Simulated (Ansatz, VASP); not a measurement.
CoSi2 in VASP and in Ansatz

The input INCAR:

```
SYSTEM = CoSi2
PREC = Accurate
ENCUT = 690
EDIFF = 1E-6
ISMEAR = -1
SIGMA = 0.05
LREAL = .FALSE.
LASPH = .TRUE.
NELM = 120
ALGO = Normal
ISIF = 2
LWAVE = .FALSE.
LCHARG = .TRUE.
GGA = PE
LELF = .TRUE.
LVHAR = .TRUE.
NBANDS = 20
GGA_COMPAT = .FALSE.
```

Contents of KPOINTS:

```
Automatic mesh
0
G
  14 14 14
  0 0 0
```

Contents of POSCAR:

```
CoSi2
1.0
   -1.4671492580      1.4671492580      3.3545524148
    1.4671492580     -1.4671492580      3.3545524148
    1.4671492580      1.4671492580     -3.3545524148
Co Si
1 2
Direct
    0.0000000000      0.0000000000      0.0000000000
    0.3352097134      0.3352097134      0.0000000000
   -0.3352097134     -0.3352097134      0.0000000000
```

Input for Ansatz:

```yaml
crystal:
  lattice:
    - [-1.467149258, 1.467149258, 3.3545524148]
    - [1.467149258, -1.467149258, 3.3545524148]
    - [1.467149258, 1.467149258, -3.3545524148]
  atoms:
    - { symbol: Co, position: [0.0, 0.0, 0.0] }
    - { symbol: Si, position: [0.3352097134, 0.3352097134, 0.0] }
    - { symbol: Si, position: [-0.3352097134, -0.3352097134, 0.0] }
kpoints:
  mp_grid: { grid: [14, 14, 14] }
scf:
  occupations: { method: fermi_dirac, width: 0.05 }
hamiltonian:
  xc: pbe
  pseudopotentials: { kind: paw }
output:
  forces: true
  stress: true
  eigenvalues: true
  populations: true
```

Change from the starting cell: volume scaled by 0.8, PAW files.

Alike in both runs: task single point; functional PBE; k mesh 14 × 14 × 14; occupations fermi-dirac, width 0.05 eV; no spin polarisation.

```csv
,VASP,Ansatz
version,VASP 6.6.1,Ansatz 0.2.0
potentials or method,"VASP PAW PBE potentials, release 64 (Co_sv, Si)","PAW with Ansatz's default frozen-core files, scalar-relativistic"
plane-wave cutoff (eV),690,420
valence electrons in the cell,25,25
```

```tsv
	VASP	Ansatz	Ansatz less VASP
pressure (GPa)	62.1	62.8	+0.74
traceless stress, the component that is largest in VASP (GPa)	0.05	0.05	+0.001
rms of the force components (eV/Å)	0.004	0.001	-0.0031
```

Atom by atom the forces differ by 0.003 eV/Å (rms over components). Both programs put the cell under a high pressure, so it lies far from rest at this level.

Noted on VASP's run: the cell as given lies far from equilibrium.
